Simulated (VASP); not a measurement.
The system is ZnS.

```xyz
2
Lattice="0.0000 2.5310 2.5310 2.5310 0.0000 2.5310 2.5310 2.5310 0.0000" Properties=species:S:1:pos:R:3 pbc="T T T"
Zn    0.0000    0.0000    0.0000
S     2.5310    2.5310    2.5310
```

Base run:

```yaml
Program: VASP 6.6.1
Functional: PBE
Potentials_or_basis: VASP PAW PBE potentials, release 64 (Zn, S)
Cutoff: 520 eV
k_mesh: 8 × 8 × 8
Occupations: fermi-dirac, width 0.02 eV
Spin: no spin polarisation
```

Its results: band gap on the k mesh zero (band 9 reaches 4.06 eV, above the bottom of band 10 at 3.76 eV); pressure 2.4 GPa.

Task: The run is repeated on the same cell with these changes: functional from PBE to r2SCAN; further incar settings from ALGO = Normal; EDIFF = 1e-06; NBANDS = 16 to ALGO = Normal; EDIFF = 1e-07; NBANDS = 16. What comes out?

Result: Band gap on the k mesh 0.14 eV, indirect (least direct gap 2.77 eV); pressure 0.2 GPa.

Caveats: the PAW data sets were made with another functional, which shifts forces and pressure a little (some runs).

A k mesh can miss the band edges.
